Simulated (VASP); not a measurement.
Input of a VASP 6.6.1 run:

Contents of INCAR:

```
PREC     = Accurate       # precision mode
ENCUT    = 520            # plane-wave cutoff, eV
EDIFF    = 1E-6           # SCF threshold, eV
ISMEAR   = -1             # smearing method
SIGMA    = 0.05           # smearing width, eV
LREAL    = False          # projectors in reciprocal space
LASPH    = True           # aspherical terms in the spheres
NELM     = 60             # most SCF steps
ALGO     = Normal         # electronic algorithm
ISIF     = 2              # what is computed and relaxed
LWAVE    = False          # write WAVECAR
LCHARG   = False          # write CHGCAR
GGA      = B5             # functional
ALDAX    = 1.0          
AGGAX    = 1.0          
AGGAC    = 1.0          
ALDAC    = 0.0          
NBANDS   = 16             # bands
```

The input KPOINTS:

```
Automatic mesh
0
Gamma
  10 10 10
```

Contents of POSCAR:

```
GaSb
1.0
   -2.8599902122      2.8599902122      1.6423866533
    2.8599902122     -2.8599902122      1.6423866533
    2.8599902122      2.8599902122     -1.6423866533
Sb Ga
1 1
Direct
    0.0000000000      0.0000000000      0.0000000000
    0.7500000000      0.2500000000      0.5000000000
```

Potentials or basis: VASP PAW PBE potentials, release 64 (Sb, Ga_d).

The run is started by

```sh
$ cat potpaw_PBE.64/Sb/POTCAR potpaw_PBE.64/Ga_d/POTCAR > POTCAR
$ mpirun -np 1 vasp_std > vasp.out
```

Problem. What does it give for the pressure?

Solution. 0.0 GPa.

Problem. Predict the band gap on the k mesh.

Solution. Zero (band 9 reaches 7.57 eV, above the bottom of band 10 at 3.62 eV).

Caveat: the PAW data sets were made with another functional, which shifts forces and pressure a little; spin-orbit coupling is left out, which moves the levels of the heavy elements.
